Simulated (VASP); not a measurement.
# NaI (Fm-3m) in VASP: further runs, part 2 of 2

VASP 6.6.1. The steps go on from the part before.

## 3. Single point, PBE

Contents of INCAR:

```
ALGO     = Normal         # electronic algorithm
EDIFF    = 1E-6           # SCF threshold, eV
ENCUT    = 520            # plane-wave cutoff, eV
GGA      = PE             # functional
ISIF     = 2              # what is computed and relaxed
ISMEAR   = 0              # smearing method
LASPH    = T              # aspherical terms in the spheres
LCHARG   = F              # write CHGCAR
LREAL    = F              # projectors in reciprocal space
LWAVE    = F              # write WAVECAR
NBANDS   = 14             # bands
NELM     = 60             # most SCF steps
PREC     = Accurate       # precision mode
SIGMA    = 0.01           # smearing width, eV
```

Contents of KPOINTS:

```
k-points
0
Gamma
  4 4 4
```

Contents of POSCAR:

```
NaI
1.0
    0.0000000000      3.2296282834      3.2296282834
    3.2296282834      0.0000000000      3.2296282834
    3.2296282834      3.2296282834      0.0000000000
Na I
1 1
Direct
    0.0000000000      0.0000000000      0.0000000000
    0.5000000000      0.5000000000      0.5000000000
```

Potentials or basis: VASP PAW PBE potentials, release 64 (Na_pv, I).

Run with:

```bash
$ cat potpaw_PBE.64/Na_pv/POTCAR potpaw_PBE.64/I/POTCAR > POTCAR
$ mpirun -np 1 vasp_std > vasp.out
```

OUTCAR:

```text
EDIFF = 1E-6
   ENCUT = 520
   GGA = PE
   ISIF = 2
   ISMEAR = 0
   LASPH = T
   LREAL = F
   NELM = 60
   PREC = Accurate

 ion  position               nearest neighbor table
   1  0.000  0.000  0.000-
   2  0.500  0.500  0.500-

  LATTYP: Found a face centered cubic cell.
 ALAT       =     6.4592565668

  Lattice vectors:

 A1 = (   0.0000000000,   3.2296282834,   3.2296282834)
 A2 = (   3.2296282834,   0.0000000000,   3.2296282834)
[... 301 lines left out ...]
     14      13.5878      0.00000

------------------------ aborting loop because EDIFF is reached ----------------------------------------

  FORCE on cell =-STRESS in cart. coord.  units (eV):
  Direction    XX          YY          ZZ          XY          YZ          ZX
  --------------------------------------------------------------------------------------
  -------------------------------------------------------------------------------------
  Total        0.2548893      0.2548893      0.2548893      0.0000000      0.0000000     -0.0000000
  in kB        6.0614229      6.0614229      6.0614229      0.0000000      0.0000000     -0.0000000
  external PRESSURE =       6.0614229 kB  Pullay stress =       0.0000000 kB

 VOLUME and BASIS-vectors are now :
 -----------------------------------------------------------------------------
  energy-cutoff  :      520.00
  volume of cell :       67.37
      direct lattice vectors                 reciprocal lattice vectors
     0.000000000  3.229628283  3.229628283    -0.154816578  0.154816578  0.154816578
     3.229628283  0.000000000  3.229628283     0.154816578 -0.154816578  0.154816578
     3.229628283  3.229628283  0.000000000     0.154816578  0.154816578 -0.154816578

 POSITION                                       TOTAL-FORCE (eV/Angst)
 -----------------------------------------------------------------------------------
      0.00000      0.00000      0.00000        -0.000000     -0.000000      0.000000
      3.22963      3.22963      3.22963         0.000000      0.000000     -0.000000
 -----------------------------------------------------------------------------------
    total drift:                                0.000000      0.000000      0.000000

  FREE ENERGIE OF THE ION-ELECTRON SYSTEM (eV)
  ---------------------------------------------------
  free  energy   TOTEN  =        -5.3779358353 eV

  energy  without entropy=       -5.3779358353  energy(sigma->0) =       -5.37793584
```

OSZICAR:

```text
N       E                     dE             d eps       ncg     rms          rms(c)
DAV:   1     0.860493337284E+02    0.86049E+02   -0.64769E+03   224   0.876E+02
DAV:   2     0.817174262957E+00   -0.85232E+02   -0.80674E+02   242   0.228E+02
DAV:   3    -0.529728210422E+01   -0.61145E+01   -0.60799E+01   302   0.591E+01
DAV:   4    -0.544308862741E+01   -0.14581E+00   -0.14578E+00   270   0.953E+00
DAV:   5    -0.544600132511E+01   -0.29127E-02   -0.29127E-02   310   0.125E+00    0.163E+00
DAV:   6    -0.538454943851E+01    0.61452E-01   -0.69690E-02   248   0.155E+00    0.111E+00
DAV:   7    -0.537584933182E+01    0.87001E-02   -0.64670E-02   278   0.131E+00    0.618E-01
DAV:   8    -0.537795486729E+01   -0.21055E-02   -0.52879E-03   242   0.582E-01    0.182E-01
DAV:   9    -0.537791920109E+01    0.35666E-04   -0.21267E-04   278   0.128E-01    0.387E-02
DAV:  10    -0.537793493630E+01   -0.15735E-04   -0.36764E-05   266   0.613E-02    0.986E-03
DAV:  11    -0.537793583530E+01   -0.89900E-06   -0.41314E-06   278   0.206E-02
   1 F= -.53779358E+01 E0= -.53779358E+01  d E =-.642931E-12
```

It took 16 s on 1 thread of Intel Xeon 8259CL, shared host; peak memory 0.2 GiB.

What came out:

| Item | Value |
| --- | --- |
| Free energy | -5.3779 eV |
| Pressure | 0.6 GPa |
| Band gap on the k mesh | 3.66 eV, direct |

Caveat: the k points lie up to 0.42 Å⁻¹ apart; spin-orbit coupling is left out, which moves the levels of the heavy elements.

## 4. Single point, LDA

Contents of INCAR:

```
SYSTEM = NaI
PREC = Accurate ; ENCUT = 520
EDIFF = 1E-6 ; ISMEAR = 0
SIGMA = 0.01 ; LREAL = .False.
LASPH = .True. ; NELM = 60
ALGO = Normal ; ISIF = 2
LWAVE = .False. ; LCHARG = .False.
GGA = CA ; NBANDS = 14
```

Contents of KPOINTS:

```
regular mesh
0
Gamma
  4 4 4
  0 0 0
```

POSCAR is that of step 3.

Potentials or basis: VASP PAW LDA potentials, release 64 (Na_pv, I).

Run with:

```bash
$ cat potpaw_LDA.64/Na_pv/POTCAR potpaw_LDA.64/I/POTCAR > POTCAR
$ mpirun -np 1 vasp_std > vasp.out
```

Wall time 13 s (1 thread of Intel Xeon 8259CL, shared host); peak memory 0.17 GiB.

It converged, with:

```
Free energy            : -5.9791 eV
Pressure               : -1.5 GPa
Band gap on the k mesh : 3.36 eV, direct
```

Levels at points of the mesh, in eV from the valence-band top:
| k point | band 3 | band 4 | band 5 | band 6 | band 7 | band 8 | band 9 | band 10 | band 11 | band 12 |
| --- | --- | --- | --- | --- | --- | --- | --- | --- | --- | --- |
| (0.00, 0.00, 0.00) | -22.39 | -11.10 | 0.00 | 0.00 | 0.00 | 3.36 | 7.79 | 7.79 | 7.79 | 9.67 |
| (0.50, 0.00, 0.00) | -22.39 | -10.77 | -2.27 | -0.29 | -0.29 | 4.86 | 7.28 | 7.28 | 8.52 | 10.06 |
| (0.50, 0.50, 0.00) | -22.39 | -10.70 | -1.98 | -0.77 | -0.77 | 4.26 | 5.36 | 9.65 | 11.06 | 11.06 |

Caveat: the k points lie up to 0.42 Å⁻¹ apart; spin-orbit coupling is left out, which moves the levels of the heavy elements.

## 5. Single point, r2SCAN

POSCAR is that of step 4.

Contents of INCAR.step1:

```
SYSTEM = NaI
PREC = Accurate
ENCUT = 520
ISMEAR = 0
SIGMA = 0.01
LREAL = .FALSE.
LASPH = .TRUE.
NELM = 60
NBANDS = 14
GGA = PE
ALGO = Normal
EDIFF = 1E-4
LWAVE = .TRUE.
LCHARG = .FALSE.
```

Contents of INCAR.step2:

```
SYSTEM = NaI
PREC = Accurate
ENCUT = 520
EDIFF = 1E-7
ISMEAR = 0
SIGMA = 0.01
LREAL = .FALSE.
LASPH = .TRUE.
NELM = 60
ALGO = Normal
ISIF = 2
LWAVE = .FALSE.
LCHARG = .FALSE.
METAGGA = R2SCAN
LMIXTAU = .TRUE.
NBANDS = 14
ISTART = 1
```

Contents of KPOINTS:

```
Automatic mesh
0
G
  4 4 4
  0 0 0
```

Potentials or basis: VASP PAW PBE potentials, release 64 (Na_pv, I).

Run with:

```bash
$ cat potpaw_PBE.64/Na_pv/POTCAR potpaw_PBE.64/I/POTCAR > POTCAR
$ cp INCAR.step1 INCAR
$ mpirun -np 1 vasp_std > vasp.out
$ cp INCAR.step2 INCAR
$ mpirun -np 1 vasp_std > vasp.out
```

Run time: 94 s. Hardware: 1 thread of Intel Xeon 8259CL, shared host; peak memory 0.22 GiB.

The run converged. Its results:

```yaml
Free_energy: -31.0812 eV
Pressure: 0.0 GPa
Band_gap_on_the_k_mesh: 4.46 eV, direct
```

Levels at points of the mesh, in eV from the valence-band top:
| k point | band 4 | band 5 | band 6 | band 7 | band 8 | band 9 | band 10 | band 11 |
| --- | --- | --- | --- | --- | --- | --- | --- | --- |
| (0.00, 0.00, 0.00) | -11.36 | 0.00 | 0.00 | 0.00 | 4.46 | 8.47 | 8.47 | 8.47 |
| (0.50, 0.00, 0.00) | -11.02 | -2.21 | -0.30 | -0.30 | 5.69 | 8.07 | 8.07 | 9.82 |
| (0.50, 0.50, 0.00) | -10.94 | -1.96 | -0.77 | -0.77 | 5.23 | 6.01 | 10.77 | 12.19 |

Caveat: the k points lie up to 0.42 Å⁻¹ apart; the PAW data sets were made with another functional, which shifts forces and pressure a little; spin-orbit coupling is left out, which moves the levels of the heavy elements. r2SCAN opens gaps a little over a GGA but as a rule still falls short of measured ones.

## 6. Single point, PBE

Contents of INCAR:

```
PREC = Accurate ; ENCUT = 520
EDIFF = 1E-7 ; ISMEAR = 0
SIGMA = 0.01 ; LREAL = F
LASPH = T ; NELM = 80
ALGO = Normal ; ISIF = 2
LWAVE = F ; LCHARG = F
GGA = PE ; NBANDS = 14
```

Contents of KPOINTS:

```
regular mesh
0
Gamma
  6 6 6
```

POSCAR is that of step 5.

Potentials or basis: VASP PAW PBE potentials, release 64 (Na_pv, I).

Run with:

```bash
$ cat potpaw_PBE.64/Na_pv/POTCAR potpaw_PBE.64/I/POTCAR > POTCAR
$ mpirun -np 1 vasp_std > vasp.out
```

OUTCAR:

```text
PREC = Accurate
   ENCUT = 520
   EDIFF = 1E-7
   ISMEAR = 0
   LREAL = F
   LASPH = T
   NELM = 80
   ISIF = 2
   GGA = PE

 ion  position               nearest neighbor table
   1  0.000  0.000  0.000-
   2  0.500  0.500  0.500-

  LATTYP: Found a face centered cubic cell.
 ALAT       =     6.4592565668

  Lattice vectors:

 A1 = (   0.0000000000,   3.2296282834,   3.2296282834)
 A2 = (   3.2296282834,   0.0000000000,   3.2296282834)
[... 445 lines left out ...]
     14      13.5141      0.00000

------------------------ aborting loop because EDIFF is reached ----------------------------------------

  FORCE on cell =-STRESS in cart. coord.  units (eV):
  Direction    XX          YY          ZZ          XY          YZ          ZX
  --------------------------------------------------------------------------------------
  -------------------------------------------------------------------------------------
  Total        0.2269289      0.2269289      0.2269289      0.0000000      0.0000000      0.0000000
  in kB        5.3965074      5.3965074      5.3965074      0.0000000      0.0000000      0.0000000
  external PRESSURE =       5.3965074 kB  Pullay stress =       0.0000000 kB

 VOLUME and BASIS-vectors are now :
 -----------------------------------------------------------------------------
  energy-cutoff  :      520.00
  volume of cell :       67.37
      direct lattice vectors                 reciprocal lattice vectors
     0.000000000  3.229628283  3.229628283    -0.154816578  0.154816578  0.154816578
     3.229628283  0.000000000  3.229628283     0.154816578 -0.154816578  0.154816578
     3.229628283  3.229628283  0.000000000     0.154816578  0.154816578 -0.154816578

 POSITION                                       TOTAL-FORCE (eV/Angst)
 -----------------------------------------------------------------------------------
      0.00000      0.00000      0.00000        -0.000000     -0.000000     -0.000000
      3.22963      3.22963      3.22963         0.000000      0.000000      0.000000
 -----------------------------------------------------------------------------------
    total drift:                                0.000000      0.000000      0.000000

  FREE ENERGIE OF THE ION-ELECTRON SYSTEM (eV)
  ---------------------------------------------------
  free  energy   TOTEN  =        -5.3836161933 eV

  energy  without entropy=       -5.3836161933  energy(sigma->0) =       -5.38361619
```

It took 31 s on 1 thread of Intel Xeon 8259CL, shared host; peak memory 0.21 GiB.

What came out:

* Free energy: -5.3836 eV
* Pressure: 0.5 GPa
* Band gap on the k mesh: 3.66 eV, direct

Caveat: spin-orbit coupling is left out, which moves the levels of the heavy elements. As with any semilocal functional, this PBE gap is likely too small.

## 7. Overview

| level | potentials or basis | k mesh | gap on the mesh (eV) | pressure (GPa) |
| --- | --- | --- | --- | --- |
| PBE | VASP PAW PBE potentials, release 64 (Na_pv, I) | 4 × 4 × 4 | 3.66 | 0.6 |
| LDA | VASP PAW LDA potentials, release 64 (Na_pv, I) | 4 × 4 × 4 | 3.36 | -1.5 |
| r2SCAN | VASP PAW PBE potentials, release 64 (Na_pv, I) | 4 × 4 × 4 | 4.46 | 0.0 |
| PBE | VASP PAW PBE potentials, release 64 (Na_pv, I) | 6 × 6 × 6 | 3.66 | 0.5 |

Alike in all rows: task single point; no spin polarisation; cell as given; cutoff (eV) 520; smearing gaussian 0.01 eV.

Caveats: some runs use coarse meshes; spin-orbit coupling is left out, which moves the levels of the heavy elements; the PAW data sets were made with another functional, which shifts forces and pressure a little (some runs).

Total energies depend on the potentials used, so only differences within one code and one set of settings carry meaning.
